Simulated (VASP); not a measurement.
The system is Co.

```xyz
4
Lattice="2.4706 0.0000 0.0000 -1.2353 2.1396 0.0000 0.0000 0.0000 8.0882" Properties=species:S:1:pos:R:3 pbc="T T T"
Co    1.2353    0.7132    6.0662
Co    0.0000    0.0000    4.0441
Co    0.0000    1.4264    2.0221
Co    0.0000    0.0000    0.0000
```

Base run:

* Program: VASP 6.6.1
* Functional: PBE
* Potentials or basis: VASP PAW PBE potentials, release 64 (Co)
* Cutoff: 520 eV
* k mesh: 12 × 12 × 4
* Occupations: gaussian, width 0.012 eV
* Spin: collinear spin, ferromagnetic start
* Starting moments: [2.0, 2.0, 2.0, 2.0] μB

Its results: pressure 3.8 GPa; net moment 6.58 μB per cell; site moments Co +1.67, +1.65 (each value once) μB.

Question: The run is repeated on the same cell with these changes: occupations from gaussian, width 0.012 eV to fermi-dirac, width 0.05 eV; dispersion from none to D3(BJ). What comes out?

Answer: Pressure -2.8 GPa; net moment 6.57 μB per cell; site moments Co +1.67, +1.65 (each value once) μB.

Caveats: the cell stands under pressure (at least some runs).
